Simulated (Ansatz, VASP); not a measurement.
# One calculation of Mg, two programs

INCAR

```
PREC = Accurate
ENCUT = 520
EDIFF = 1E-6
ISMEAR = 0
SIGMA = 0.15
LREAL = False
LASPH = True
NELM = 100
ALGO = Fast
ISIF = 2
LWAVE = False
LCHARG = False
GGA = PE
NBANDS = 9
```

The input KPOINTS:

```
regular mesh
0
Gamma
  18 18 10
```

POSCAR

```
Mg
1.0
    3.4660132551      0.0000000000      0.0000000000
   -1.7330066275      3.0016555288      0.0000000000
    0.0000000000      0.0000000000      4.7935036000
Mg
2
Direct
    0.3333333333      0.6666666667      0.2500000000
    0.6666666667      0.3333333333      0.7500000000
```

Input for Ansatz:

```yaml
crystal:
  lattice:
    - [3.4660132551, 0.0, 0.0]
    - [-1.7330066275, 3.0016555288, 0.0]
    - [0.0, 0.0, 4.7935036]
  atoms:
    - { symbol: Mg, position: [0.3333333333, 0.6666666667, 0.25] }
    - { symbol: Mg, position: [0.6666666667, 0.3333333333, 0.75] }
basis:
  ecutwfc: 420
kpoints:
  mp_grid: { grid: [18, 18, 10] }
hamiltonian:
  xc: pbe
scf:
  occupations: { method: gaussian, width: 0.15 }
output:
  forces: true
  stress: true
  eigenvalues: true
  write_density: true
  write_potential: true
  elf: true
  volumetric_format: npy
```

Change from the starting cell: strain +0.080 along x and y, -0.080 along z, atoms carried along.

Alike in both runs: task single point; functional PBE; k mesh 18 × 18 × 10; occupations gaussian, width 0.15 eV; no spin polarisation.

|  | VASP | Ansatz |
| --- | --- | --- |
| version | VASP 6.6.1 | Ansatz 0.2.0 |
| potentials or method | VASP PAW PBE potentials, release 64 (Mg), cutoff 520 eV | scalar-relativistic, plane waves, PAW |
| valence electrons in the cell | 4 | 20 |

```tsv
	VASP	Ansatz	Ansatz less VASP
gap on the k mesh at the Fermi level (eV)	none	none	-
pressure (GPa)	-1.9	-1.7	+0.11
traceless stress, the component that is largest in VASP (GPa)	3.72	3.73	+0.003
```

A gap of «none» marks a metal or a gap that the smearing closes. The functional is the same, so the differences come from potentials, cutoffs and numerics. VASP's potentials hold 4 valence electrons a cell and Ansatz's 20, so a difference there can come from the potentials and not from the codes.
